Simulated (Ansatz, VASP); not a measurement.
MoSe in VASP and in Ansatz

```
CELL_PARAMETERS angstrom
0.00000 2.78889 2.78889
2.78889 0.00000 2.78889
2.78889 2.78889 0.00000
ATOMIC_POSITIONS crystal
Mo 0.00000 0.00000 0.00000
Se 0.25000 0.25000 0.25000
```

Alike in both runs: task single point; functional r2SCAN; k mesh 14 × 14 × 14; occupations gaussian, width 0.1 eV; no spin polarisation.

|  | VASP | Ansatz |
| --- | --- | --- |
| version | VASP 6.6.1 | Ansatz 0.2.0 |
| potentials or method | VASP PAW PBE potentials, release 64 (Mo_sv, Se), cutoff 520 eV | scalar-relativistic, plane waves, PAW |
| valence electrons in the cell | 20 | 30 |

VASP gave:

```
gap on the k mesh at the Fermi level (eV) : none
pressure (GPa)                            : 2.8
```

Question: Estimate Ansatz's values.

Answer: gap on the k mesh at the Fermi level (eV): none; pressure (GPa): 2.7.

VASP's potentials were made for PBE, not for r2SCAN. A gap of «none» marks a metal or a gap that the smearing closes. VASP's potentials hold 20 valence electrons a cell and Ansatz's 30, so a difference there can come from the potentials and not from the codes.
